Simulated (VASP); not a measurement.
Write the native input for VASP 6.6.1 that does the following.

```
Task                   : single point
Functional             : PBEsol
Potentials or basis    : VASP PAW PBE potentials, release 64 (F)
Cutoff                 : 520 eV
k mesh                 : 14 × 14 × 14
Occupations            : fermi-dirac, width 0.08 eV
Spin                   : no spin polarisation
Dipole correction      : no
Further INCAR settings : ALGO = Normal; EDIFF = 1e-07; NBANDS = 14
```

The structure of F lies in POSCAR:

```
F
1.0
    0.0000000000      1.8977649280      1.8977649280
    1.8977649280      0.0000000000      1.8977649280
    1.8977649280      1.8977649280      0.0000000000
F
2
Direct
   -0.1250000000     -0.1250000000     -0.1250000000
    0.1250000000      0.1250000000      0.1250000000
```

These files were run (other wordings do the same):

INCAR

```
SYSTEM = F
  PREC = Accurate
  ENCUT = 520
  EDIFF = 1E-7
  ISMEAR = -1
  SIGMA = 0.08
  LREAL = .False.
  LASPH = .True.
  NELM = 60
  ALGO = Normal
  ISIF = 2
  LWAVE = .False.
  LCHARG = .False.
  GGA = PS
  NBANDS = 14
```

KPOINTS

```
regular mesh
0
Gamma
  14 14 14
  0 0 0
```

Potentials or basis: VASP PAW PBE potentials, release 64 (F).

The run is started by

```console
$ cat potpaw_PBE.64/F/POTCAR > POTCAR
$ mpirun -np 1 vasp_std > vasp.out
```

It gave:

```yaml
Pressure: 173.5 GPa
Band_gap_on_the_k_mesh: zero (bands 7 and 8 overlap by 3.38 eV)
```

Caveat: the cell stands under pressure; the PAW data sets were made with another functional, which shifts forces and pressure a little.

Run time: 30 s on 1 thread of Intel Xeon 8259CL (shared host), peak memory 0.13 GiB.
